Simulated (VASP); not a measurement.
# Zr: single point with PBE

Zr:

```
Zr
1.0
     0.00000    2.16950    2.16950
     2.16950    0.00000    2.16950
     2.16950    2.16950    0.00000
Zr
1
Cartesian
  0.0000 0.0000 0.0000
```

This cell differs from its parent crystal: volume scaled by 0.88.

```
Program             : VASP 6.6.1
Task                : single point
Functional          : PBE
Potentials or basis : VASP PAW PBE potentials, release 64 (Zr_sv)
Cutoff              : 520 eV
k mesh              : 20 × 20 × 20
Occupations         : fermi-dirac, width 0.1 eV
Spin                : no spin polarisation
```

- Pressure: 14.4 GPa
- Band gap on the k mesh: zero (band 6 reaches 11.43 eV, above the bottom of band 7 at 9.87 eV)

Levels at points of the mesh, in eV from the Fermi level:
| k point | band 4 | band 5 | band 6 | band 7 | band 8 | band 9 |
| --- | --- | --- | --- | --- | --- | --- |
| (0.00, 0.00, 0.00) | -25.78 | -5.74 | 1.00 | 1.00 | 1.00 | 3.85 |
| (0.50, 0.00, 0.00) | -25.97 | -3.28 | 0.77 | 0.77 | 1.66 | 5.98 |
| (0.50, 0.50, 0.00) | -26.29 | -3.53 | -2.68 | 3.83 | 6.00 | 6.61 |

It took 28 s on 1 thread of Intel(R) Xeon(R) Platinum 8375C CPU @ 2.90GHz (Ice Lake), with other jobs on the host, peak memory 0.18 GiB.
